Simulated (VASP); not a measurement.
Ir: single point with r2SCAN

Crystal: Ir.

```
CELL_PARAMETERS angstrom
2.72329 0.00000 0.00000
-1.36164 2.35844 0.00000
0.00000 0.00000 4.44081
ATOMIC_POSITIONS crystal
Ir 0.66667 0.33333 0.75000
Ir 0.33333 0.66667 0.25000
```

This isn't the form of Ir at room conditions, which is fcc.

- Program: VASP 6.6.1
- Task: single point
- Functional: r2SCAN
- Potentials or basis: VASP PAW PBE potentials, release 64 (Ir_sv_GW)
- Cutoff: 620 eV
- k mesh: 12 × 12 × 6
- Occupations: gaussian, width 0.1 eV
- Spin: no spin polarisation

```
Pressure               : -0.9 GPa
Band gap on the k mesh : zero (bands 17 and 18 overlap by 3.46 eV)
```

Stress tensor (GPa, compression positive):
```
-1.17  0.00  0.00
 0.00 -1.17  0.00
 0.00  0.00 -0.48
```

Levels at points of the mesh, in eV from the Fermi level:
| k point | band 15 | band 16 | band 17 | band 18 | band 19 | band 20 |
| --- | --- | --- | --- | --- | --- | --- |
| (0.00, 0.00, 0.00) | -3.30 | -2.43 | -2.43 | -0.83 | 0.27 | 0.27 |
| (0.50, 0.00, 0.00) | -3.10 | 0.76 | 0.96 | 1.18 | 3.09 | 4.62 |
| (0.00, 0.00, 0.50) | -4.07 | -4.07 | -0.50 | -0.50 | -0.50 | -0.50 |
| (0.50, 0.00, 0.50) | -0.97 | -0.97 | 1.01 | 1.01 | 2.10 | 2.10 |

Wall time 3.8 min on 1 thread of AMD EPYC 7R13 Processor (Zen 3), with other jobs on the host, peak memory 0.18 GiB.

Caveat: the PAW data sets were made with another functional, which shifts forces and pressure a little; spin-orbit coupling is left out, which moves the levels of the heavy elements.
